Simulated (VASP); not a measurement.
# GaIr3 (Cmmm) in VASP: further runs

Runs on GaIr3. Level: PBE. Tasks: single point, relaxation of cell and atoms.

Everything below comes from runs of VASP 6.6.1. Logs are shortened: lines on timing, memory, paths and dates and some standing lists are left out, and cuts for length are marked.

### Step 1. The cell of the first run

The structure is orthorhombic, space group Cmmm (No. 65). Conventional cell: a = 5.459 Å, b = 7.437 Å, c = 2.681 Å, α = 90.00°, β = 90.00°, γ = 90.00°. Within 3.5 Å of Ga (site symmetry mmm) lie 10 Ir at 2.67 to 2.73 Å and 2 Ga at 2.68 Å. Within 3.5 Å of Ir (site symmetry mmm) lie 10 Ir at 2.67 to 2.68 Å and 2 Ga at 2.73 Å. Ir (site symmetry 2/m) has 4 Ga at 2.67 Å and 8 Ir at 2.67 to 2.73 Å within 3.5 Å.

The cell was generated, and may not be a known phase.

### Step 2. Single point, PBE

File INCAR:

```
  PREC = Accurate
  ENCUT = 520
  EDIFF = 1E-7
  ISMEAR = 0
  SIGMA = 0.1
  LREAL = False
  LASPH = True
  NELM = 80
  ALGO = Fast
  ISIF = 2
  LWAVE = False
  LCHARG = False
  GGA = PE
  NBANDS = 28
```

File KPOINTS:

```
Automatic mesh
0
Gamma
  4 4 6
```

File POSCAR:

```
GaIr3
1.0
    2.7297025900     -3.7184775100      0.0000000000
    2.7297025900      3.7184775100      0.0000000000
    0.0000000000      0.0000000000      2.6814276100
Ga Ir
1 3
Direct
    0.0000000000      0.0000000000      0.0000000000
    0.5000000000      0.5000000000      0.0000000000
    0.0000000000      0.5000000000      0.5000000000
    0.5000000000      0.0000000000      0.5000000000
```

Potentials or basis: VASP PAW PBE potentials, release 64 (Ga_d, Ir).

Started as:

```console
$ cat potpaw_PBE.64/Ga_d/POTCAR potpaw_PBE.64/Ir/POTCAR > POTCAR
$ mpirun -np 1 vasp_std > vasp.out
```

OUTCAR:

```text
PREC = Accurate
   ENCUT = 520
   EDIFF = 1E-7
   ISMEAR = 0
   LREAL = False
   LASPH = True
   NELM = 80
   ISIF = 2
   GGA = PE

 ion  position               nearest neighbor table
   1  0.000  0.000  0.000-   3 2.67   4 2.67   3 2.67   4 2.67   3 2.67   3 2.67   4 2.67   4 2.67
                             2 2.73   2 2.73
   2  0.500  0.500  0.000-   3 2.67   4 2.67   3 2.67   4 2.67   4 2.67   4 2.67   3 2.67   3 2.67
                             1 2.73   1 2.73
   3  0.000  0.500  0.500-   1 2.67   2 2.67   1 2.67   2 2.67   1 2.67   1 2.67   2 2.67   2 2.67
                             4 2.73   4 2.73
   4  0.500  0.000  0.500-   1 2.67   2 2.67   1 2.67   2 2.67   2 2.67   2 2.67   1 2.67   1 2.67
                             3 2.73   3 2.73

  LATTYP: Found a base centered orthorhombic cell.
 ALAT       =     5.4594051800
 B/A-ratio  =     1.3622280770
 C/A-ratio  =     0.4911574653

  Lattice vectors:

 A1 = (   2.7297025900,  -3.7184775100,   0.0000000000)
 A2 = (   2.7297025900,   3.7184775100,   0.0000000000)
 A3 = (   0.0000000000,   0.0000000000,   2.6814276100)

Analysis of symmetry for initial positions (statically):
=====================================================================
 Subroutine PRICEL returns:
 Original cell was already a primitive cell.

 Routine SETGRP: Setting up the symmetry group for a
 base centered orthorhombic supercell.

 Subroutine GETGRP returns: Found  8 space group operations
 (whereof  8 operations were pure point group operations)
 out of a pool of  8 trial point group operations.

The static configuration has the point symmetry D_2h.

Analysis of symmetry for dynamics (positions and initial velocities):
=====================================================================
 Subroutine PRICEL returns:
 Original cell was already a primitive cell.

 Routine SETGRP: Setting up the symmetry group for a
 base centered orthorhombic supercell.

 Subroutine GETGRP returns: Found  8 space group operations
 (whereof  8 operations were pure point group operations)
 out of a pool of  8 trial point group operations.

The dynamic configuration has the point symmetry D_2h.

 Subroutine INISYM returns: Found  8 space group operations
 (whereof  8 operations are pure point group operations),
 and found     1 'primitive' translations

----------------------------------------------------------------------------------------

                                     Primitive cell

  volume of cell :      54.4348

  direct lattice vectors                    reciprocal lattice vectors
     2.729702590 -3.718477510  0.000000000     0.183170138 -0.134463634  0.000000000
     2.729702590  3.718477510  0.000000000     0.183170138  0.134463634  0.000000000
     0.000000000  0.000000000  2.681427610     0.000000000  0.000000000  0.372935669

  length of vectors
     4.612846325  4.612846325  2.681427610     0.227226249  0.227226249  0.372935669

  position of ions in fractional coordinates (direct lattice)
     0.000000000  0.000000000  0.000000000
     0.500000000  0.500000000  0.000000000
     1.000000000  0.500000000  0.500000000
     0.500000000  1.000000000  0.500000000

  ion indices of the primitive-cell ions
   primitive index   ion index
                 1           1
                 2           2
                 3           3
                 4           4

----------------------------------------------------------------------------------------

 KPOINTS: Automatic mesh

Automatic generation of k-mesh.
 Grid dimensions read from file:
 generate k-points for:    4    4    6

 Generating k-lattice:

  Cartesian coordinates                     Fractional coordinates (reciprocal lattice)
     0.045792534 -0.033615909  0.000000000     0.250000000 -0.000000000  0.000000000
     0.045792534  0.033615909  0.000000000    -0.000000000  0.250000000  0.000000000
     0.000000000  0.000000000  0.062155945     0.000000000  0.000000000  0.166666667

  Length of vectors
     0.056806562  0.056806562  0.062155945

  Shift w.r.t. Gamma in fractional coordinates (k-lattice)
     0.000000000  0.000000000  0.000000000

 Subroutine IBZKPT returns following result:
 ===========================================

 Found     28 irreducible k-points:

 Following reciprocal coordinates:
            Coordinates               Weight
  0.000000  0.000000  0.000000      1.000000
  0.250000  0.000000  0.000000      4.000000
  0.500000  0.000000  0.000000      2.000000
  0.250000  0.250000  0.000000      2.000000
  0.500000  0.250000  0.000000      4.000000
 -0.250000  0.250000  0.000000      2.000000
[... 16 lines left out ...]
  0.250000  0.000000  0.500000      4.000000
  0.500000  0.000000  0.500000      2.000000
 [... further k-points ...]
   k-points           NKPTS =     28   k-points in BZ     NKDIM =     28   number of bands    NBANDS=     28
   number of dos      NEDOS =    301   number of ions     NIONS =      4
   total plane-waves  NPLWV =  25920
   dimension x,y,z NGX =    36 NGY =   36 NGZ =   20
   dimension x,y,z NGXF=    72 NGYF=   72 NGZF=   40
   ions per type =               1   3
   NGX,Y,Z   is equivalent  to a cutoff of  12.97, 12.97, 12.40 a.u.
   NGXF,Y,Z  is equivalent  to a cutoff of  25.95, 25.95, 24.80 a.u.
 SYSTEM =  unknown system
   PREC   = accura    normal or accurate (medium, high low for compatibility)
   ISTART =      0    job   : 0-new  1-cont  2-samecut
   ICHARG =      2    charge: 1-file 2-atom 10-const
   ISPIN  =      1    spin polarized calculation?
   LNONCOLLINEAR =      F non collinear calculations
   LSORBIT =      F    spin-orbit coupling
   LASPH  =      T    aspherical Exc in radial PAW
   ENCUT  =  520.0 eV  38.22 Ry    6.18 a.u.   8.58  8.58  4.99*2*pi/ulx,y,z
   NELM   =     80;   NELMIN=  2; NELMDL= -5     # of ELM steps
   EDIFF  = 0.1E-06   stopping-criterion for ELM
   LREAL  =      F    real-space projection
   EDIFFG = 0.1E-05   stopping-criterion for IOM
   NSW    =      0    number of steps for IOM
   IBRION =     -1    ionic relax: 0-MD 1-quasi-New 2-CG
   NFREE  =      0    steps in history (QN), initial steepest desc. (CG)
   ISIF   =      2    stress and relaxation
   ISYM   =      2    0-nonsym 1-usesym 2-fastsym
   POTIM  = 0.5000    time-step for ionic-motion
   TEBEG  =    0.0;   TEEND  =   0.0 temperature during run
   PSTRESS=    0.0 pullay stress
   NELECT =      40.0000    total number of electrons
   NUPDOWN=      -1.0000    fix difference up-down
   EMIN   =  10.00;   EMAX   =-10.00  energy-range for DOS
   EFERMI =   0.00;   METHOD = LEGACY
   ISMEAR =     0;   SIGMA  =   0.10  broadening in eV -4-tet -1-fermi 0-gaus
   EFERMI_NEDOS =   21; number of points for ismear=-14 and -15
   IALGO  =     68    algorithm
   IMIX   =      4    mixing-type and parameters
     AMIX     =   0.40;   BMIX     =  1.00
     AMIX_MAG =   1.60;   BMIX_MAG =  1.00
  volume/ion in A,a.u.               =      13.61        91.84
  Fermi-wavevector in a.u.,A,eV,Ry     =   1.477302  2.791696 29.693646  2.182421
  Thomas-Fermi vector in A             =   2.591723
   LORBIT       =      0    0 simple, 1 ext, 2 COOP (PROOUT), +10 PAW based schemes
   GGA     = PE    functional components
   LHFCALC =     F    Hartree Fock is set to
   AEXX    =    0.0000 exact exchange contribution
   IVDW    =     0    specifies the selected vdW correction
   LEPSILON=     F    determine dielectric tensor
   LRPA    =     F    only Hartree local field effects (RPA)
 non-spin polarized calculation
 RMM-DIIS sequential band-by-band and
 Gauss-broadening in eV      SIGMA  =   0.10
  energy-cutoff  :      520.00
  volume of cell :       54.43
 maximum number of plane-waves:      1486
 NGX is ok and might be reduce to    36
   NGX = 17   NGY = 17   NGZ =  9

 number of electron      39.9999997 magnetization

 Free energy of the ion-electron system (eV)
  ---------------------------------------------------
  ext. energy  EPLUGINS =         0.00000000
  ---------------------------------------------------
  free energy    TOTEN  =       -29.65981287 eV

  energy without entropy =      -29.62752211  energy(sigma->0) =      -29.64366749

 E-fermi :  10.0336     XC(G=0): -13.8546

 val. band max:       10.0232832229   @ k =  -0.2500   0.2500   0.3333
 cond. band min:      10.0677207728   @ k =   0.2500   0.0000   0.3333
 fundamental gap:      0.0444375499
 Fermi energy:        10.0335773986

 k-point     1 :       0.0000    0.0000    0.0000
  band No.  band energies     occupation
      1      -5.1196      2.00000
      2      -4.8678      2.00000
      3      -4.8265      2.00000
      4      -4.7215      2.00000
      5      -4.7118      2.00000
      6      -1.8140      2.00000
[... 20 lines left out ...]
     27      19.5475      0.00000
     28      19.9493      0.00000

 k-point     2 :       0.2500    0.0000    0.0000
  band No.  band energies     occupation
      1      -5.1125      2.00000
      2      -4.8478      2.00000
      3      -4.8067      2.00000
      4      -4.7173      2.00000
      5      -4.7059      2.00000
      6      -1.2022      2.00000
[... 20 lines left out ...]
     27      18.6764      0.00000
     28      20.6004      0.00000

 k-point     3 :       0.5000    0.0000    0.0000
  band No.  band energies     occupation
      1      -5.1056      2.00000
      2      -4.8296      2.00000
      3      -4.7854      2.00000
      4      -4.7153      2.00000
      5      -4.6977      2.00000
      6       0.0606      2.00000
[... 20 lines left out ...]
     27      20.4798      0.00000
     28      22.1660      0.00000

 k-point     4 :       0.2500    0.2500    0.0000
  band No.  band energies     occupation
      1      -5.1057      2.00000
      2      -4.8253      2.00000
      3      -4.7884      2.00000
      4      -4.7098      2.00000
      5      -4.7033      2.00000
      6      -0.3183      2.00000
[... 578 lines left out ...]
     27      17.7548      0.00000
     28      18.2969      0.00000

 k-point    23 :       0.2500    0.0000    0.5000
  band No.  band energies     occupation
      1      -4.9666      2.00000
      2      -4.9355      2.00000
      3      -4.7816      2.00000
      4      -4.7530      2.00000
      5      -4.6209      2.00000
      6       3.1940      2.00000
[... 20 lines left out ...]
     27      18.4556      0.00000
     28      18.9488      0.00000

 k-point    24 :       0.5000    0.0000    0.5000
  band No.  band energies     occupation
      1      -4.9981      2.00000
      2      -4.9358      2.00000
      3      -4.7948      2.00000
      4      -4.7455      2.00000
      5      -4.6204      2.00000
      6       3.0021      2.00000
[... 20 lines left out ...]
     27      17.6695      0.00000
     28      18.7030      0.00000

 [... further k-points ...]

------------------------ aborting loop because EDIFF is reached ----------------------------------------

  FORCE on cell =-STRESS in cart. coord.  units (eV):
  Direction    XX          YY          ZZ          XY          YZ          ZX
  --------------------------------------------------------------------------------------
  -------------------------------------------------------------------------------------
  Total        6.6532986      6.7748794      9.4567961      0.0000000      0.0000000      0.0000000
  in kB      195.8263074    199.4047899    278.3415520      0.0000000      0.0000000      0.0000000
  external PRESSURE =     224.5242164 kB  Pullay stress =       0.0000000 kB

 VOLUME and BASIS-vectors are now :
 -----------------------------------------------------------------------------
  energy-cutoff  :      520.00
  volume of cell :       54.43
      direct lattice vectors                 reciprocal lattice vectors
     2.729702590 -3.718477510  0.000000000     0.183170138 -0.134463634  0.000000000
     2.729702590  3.718477510  0.000000000     0.183170138  0.134463634  0.000000000
     0.000000000  0.000000000  2.681427610     0.000000000  0.000000000  0.372935669

 POSITION                                       TOTAL-FORCE (eV/Angst)
 -----------------------------------------------------------------------------------
      0.00000      0.00000      0.00000        -0.000000     -0.000000      0.000000
      2.72970      0.00000      0.00000         0.000000     -0.000000      0.000000
      1.36485      1.85924      1.34071         0.000000      0.000000      0.000000
      1.36485     -1.85924      1.34071         0.000000      0.000000      0.000000
 -----------------------------------------------------------------------------------
    total drift:                                0.000000      0.000000      0.000000

  FREE ENERGIE OF THE ION-ELECTRON SYSTEM (eV)
  ---------------------------------------------------
  free  energy   TOTEN  =       -29.6598128675 eV

  energy  without entropy=      -29.6275221109  energy(sigma->0) =      -29.64366749
```

It took 64 s on 1 thread of Oxide Virtual Turin-like, shared host; peak memory 0.15 GiB.

Results:

| Property | Result |
| --- | --- |
| Free energy | -29.6598 eV |
| Pressure | 22.5 GPa |
| Band gap on the k mesh | zero (bands 20 and 21 overlap by 2.75 eV) |

Caveat: the k points lie up to 0.39 Å⁻¹ apart, too coarse for converged energies and pressures of a metal; spin-orbit coupling is left out, which moves the levels of the heavy elements.

### Step 3. Single point, PBE

This run uses another cell than the first one, of 14.54 Å³/atom.

File INCAR:

```
SYSTEM = GaIr3
PREC = Accurate
ENCUT = 520
EDIFF = 1E-6
ISMEAR = 0
SIGMA = 0.1
LREAL = .False.
LASPH = .True.
NELM = 100
ALGO = Fast
ISIF = 2
LWAVE = .False.
LCHARG = .False.
GGA = PE
NBANDS = 28
```

File KPOINTS:

```
regular mesh
0
Gamma
  4 4 6
  0 0 0
```

File POSCAR:

```
GaIr3
1.0
    2.7803444673     -3.7709614318      0.0000000000
    2.7803444673      3.7709614318      0.0000000000
    0.0000000000      0.0000000000      2.7729463538
Ga Ir
1 3
Direct
    0.0000000000      0.0000000000      0.0000000000
    0.5000000000      0.5000000000      0.0000000000
    0.0000000000      0.5000000000      0.5000000000
    0.5000000000      0.0000000000      0.5000000000
```

Potentials or basis: VASP PAW PBE potentials, release 64 (Ga_d, Ir).

Started as:

```console
$ cat potpaw_PBE.64/Ga_d/POTCAR potpaw_PBE.64/Ir/POTCAR > POTCAR
$ mpirun -np 1 vasp_std > vasp.out
```

Run time: 51 s. Hardware: 1 thread of Oxide Virtual Turin-like, shared host; peak memory 0.17 GiB.

It converged, with:

```yaml
Free_energy: -29.9244 eV
Pressure: 0.4 GPa
Band_gap_on_the_k_mesh: zero (bands 20 and 21 overlap by 2.46 eV)
```

Stress tensor (GPa, compression positive):
```
0.34 0.00 0.00
0.00 0.40 0.00
0.00 0.00 0.47
```

Levels at points of the mesh, in eV from the Fermi level:
```
           k point  band 18  band 19  band 20  band 21  band 22  band 23
(0.00, 0.00, 0.00)    -0.94    -0.25     0.19     1.44     1.57     1.67
(0.50, 0.00, 0.00)    -1.02    -0.68    -0.44    -0.21     1.20     1.59
(0.50, 0.50, 0.00)    -1.38    -1.31    -1.11    -1.07    -0.69     0.30
(0.00, 0.00, 0.50)    -0.94    -0.62     0.62     1.84     2.74     4.57
(0.50, 0.00, 0.50)    -1.20    -0.06     1.39     1.54     2.57     3.08
(0.50, 0.50, 0.50)     0.10     1.15     1.23     1.46     1.52     1.84
```

Caveat: the k points lie up to 0.38 Å⁻¹ apart, too coarse for converged energies and pressures of a metal; spin-orbit coupling is left out, which moves the levels of the heavy elements.

### Step 4. Relaxation of cell and atoms, PBE

File INCAR:

```
PREC = Accurate ; ENCUT = 600
EDIFF = 1E-7 ; ISMEAR = 0
SIGMA = 0.1 ; LREAL = False
LASPH = True ; NELM = 100
ALGO = Normal ; ISIF = 3
LWAVE = False ; LCHARG = False
GGA = PE ; IBRION = 2
NSW = 90 ; EDIFFG = -0.04
```

File KPOINTS:

```
Automatic mesh
0
Gamma
  4 4 6
```

File POSCAR:

```
GaIr3
1.0
    2.7297025900     -3.7184775100      0.0000000000
    2.7297025900      3.7184775100      0.0000000000
    0.0000000000      0.0000000000      2.6814276100
Ga Ir
1 3
Direct
    0.0000000000      0.0000000000      0.0000000000
    0.5000000000      0.5000000000      0.0000000000
    0.0000000000      0.5000000000      0.5000000000
    0.5000000000      0.0000000000      0.5000000000
```

Started as:

```console
$ cat potpaw_PBE.64/Ga_d/POTCAR potpaw_PBE.64/Ir/POTCAR > POTCAR
$ mpirun -np 1 vasp_std > vasp.out
```

Wall time 6.2 min (1 thread of Oxide Virtual Turin-like, shared host); peak memory 0.19 GiB.

Results (log left out):

```yaml
Free_energy: -29.9243 eV
Relaxed_volume: 14.57 Å³/atom
Relaxed_cell: a = 4.689 Å, b = 4.689 Å, c = 2.775 Å, α = 90.00°, β = 90.00°, γ = 107.31°
Space_group_after_relaxing_to_0.1_Å: Cmmm (No. 65)
Energy_gained_by_relaxing: 66.0 meV/atom
Ionic_steps: 9
Pressure_after_relaxing: -0.1 GPa
Band_gap_on_the_k_mesh: zero (bands 20 and 21 overlap by 2.45 eV)
```

Stress tensor (GPa, compression positive):
```
 0.10  0.00  0.00
 0.00 -0.25  0.00
 0.00  0.00 -0.14
```

Step by step:
```csv
step,energy change (eV),largest force (eV/Å),pressure (GPa),volume (Å³)
1,0.0000,0.0000,22.51,54.43
2,1.3407,0.0000,-32.86,70.91
3,-0.2587,0.0000,-1.81,58.64
4,-0.2604,0.0000,-0.42,58.34
5,-0.2604,0.0000,-0.04,58.26
6,-0.2639,0.0000,0.32,58.17
7,-0.2641,0.0000,0.26,58.19
8,-0.2640,0.0000,-0.50,58.34
9,-0.2642,0.0000,-0.10,58.26
```

Final structure:
```
CELL_PARAMETERS angstrom
2.77894 -3.77704 0.00000
2.77894 3.77704 0.00000
0.00000 0.00000 2.77536
ATOMIC_POSITIONS crystal
Ga 0.00000 0.00000 0.00000
Ir 0.50000 0.50000 0.00000
Ir 0.00000 0.50000 0.50000
Ir 0.50000 0.00000 0.50000
```

Levels at points of the mesh, in eV from the Fermi level:
```tsv
k point	band 16	band 17	band 18	band 19	band 20	band 21	band 22	band 23	band 24
(0.00, 0.00, 0.00)	-1.66	-1.14	-0.93	-0.26	0.20	1.43	1.57	1.65	1.72
(0.50, 0.00, 0.00)	-2.55	-1.55	-1.02	-0.67	-0.44	-0.22	1.19	1.58	2.92
(0.50, 0.50, 0.00)	-1.78	-1.38	-1.37	-1.30	-1.10	-1.07	-0.69	0.30	2.76
(0.00, 0.00, 0.50)	-2.55	-1.80	-0.94	-0.61	0.62	1.85	2.72	4.56	5.50
(0.50, 0.00, 0.50)	-1.97	-1.27	-1.20	-0.06	1.38	1.53	2.56	3.07	3.32
(0.50, 0.50, 0.50)	-1.17	-0.89	0.11	1.16	1.22	1.46	1.51	1.84	1.91
```

Caveat: the k points lie up to 0.38 Å⁻¹ apart in the final cell, too coarse for converged energies and pressures of a metal; spin-orbit coupling is left out, which moves the levels of the heavy elements.

### Step 5. Summary

```tsv
task	cell	cutoff (eV)	gap on the mesh (eV)	pressure (GPa)
single point	a = 4.613, b = 4.613, c = 2.681 Å, angles 90.0, 90.0, 107.4°, 4 atoms	520	none	22.5
single point	a = 4.685, b = 4.685, c = 2.773 Å, angles 90.0, 90.0, 107.2°, 4 atoms	520	none	0.4
relaxation of cell and atoms	relaxed from a = 4.613, b = 4.613, c = 2.681 Å, angles 90.0, 90.0, 107.4°, 4 atoms	600	none	-0.1
```

Alike in all rows: level PBE; potentials or basis VASP PAW PBE potentials, release 64 (Ga_d, Ir); no spin polarisation; k mesh 4 × 4 × 6; smearing gaussian 0.1 eV.

Caveats: all runs use coarse meshes; spin-orbit coupling is left out, which moves the levels of the heavy elements.

Total energies depend on the potentials used, so only differences within one code and one set of settings carry meaning.

The gap in the log of VASP goes by the Fermi energy; the results here count the filled bands.